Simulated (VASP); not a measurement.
Co:

```
Co
1.0
     2.80464    0.00000    0.00000
     0.00000    2.80464    0.00000
     0.00000    0.00000    2.80464
Co
2
Direct
  0.00000 0.00000 0.00000
  0.50000 0.50000 0.50000
```

Base run:

| Item | Value |
| --- | --- |
| Program | VASP 6.6.1 |
| Functional | PBE |
| Potentials or basis | VASP PAW PBE potentials, release 64 (Co) |
| Cutoff | 520 eV |
| k mesh | 12 × 12 × 12 |
| Occupations | fermi-dirac, width 0.05 eV |
| Spin | collinear spin, ferromagnetic start |
| Starting moments | [2.0, 2.0] μB |

Its results: pressure 0.6 GPa.

Question: After a change of settings the same cell gave: pressure -9.9 GPa. Which change was it?
A. spin from collinear spin, ferromagnetic start to no spin polarisation; further incar settings from ALGO = Normal; EDIFF = 1e-07; NBANDS = 20 to ALGO = Normal; EDIFF = 1e-06; NBANDS = 16
B. further incar settings from ALGO = Normal; EDIFF = 1e-07; NBANDS = 20 to ALGO = Normal; EDIFF = 1e-06; NBANDS = 20
C. spin from collinear spin, ferromagnetic start to collinear spin, antiferromagnetic start; moments at the start from [2.0, 2.0] to [2.0, -2.0]

Answer: A.
